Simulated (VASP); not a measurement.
Here is a VASP 6.6.1 calculation.

INCAR

```
PREC = Accurate
ENCUT = 520
EDIFF = 1E-7
ISMEAR = 0
SIGMA = 0.05
LREAL = False
LASPH = True
NELM = 100
ALGO = Normal
ISIF = 2
LWAVE = False
LCHARG = False
GGA = PE
NBANDS = 24
```

Contents of KPOINTS:

```
Automatic mesh
0
Gamma
  9 9 6
```

File POSCAR:

```
CaO
1.0
    4.1117350992      0.0000000000      0.0000000000
   -2.0558675496      3.5608670496      0.0000000000
    0.0000000000      0.0000000000      4.6412948097
Ca O
2 2
Direct
    0.3333333333      0.6666666667      0.7500000000
    0.6666666667      0.3333333333      0.2500000000
    0.3333333333      0.6666666667      0.2500000000
    0.6666666667      0.3333333333      0.7500000000
```

Potentials or basis: VASP PAW PBE potentials, release 64 (Ca_sv, O).

Run with:

```sh
$ cat potpaw_PBE.64/Ca_sv/POTCAR potpaw_PBE.64/O/POTCAR > POTCAR
$ mpirun -np 1 vasp_std > vasp.out
```

(1) Predict the pressure.

(2) Predict the band gap on the k mesh.

Results:

(1) 0.1 GPa.

(2) 2.86 eV, direct.

Caveat: the cell differs from its parent crystal (strain +0.030 along x and y, -0.030 along z).
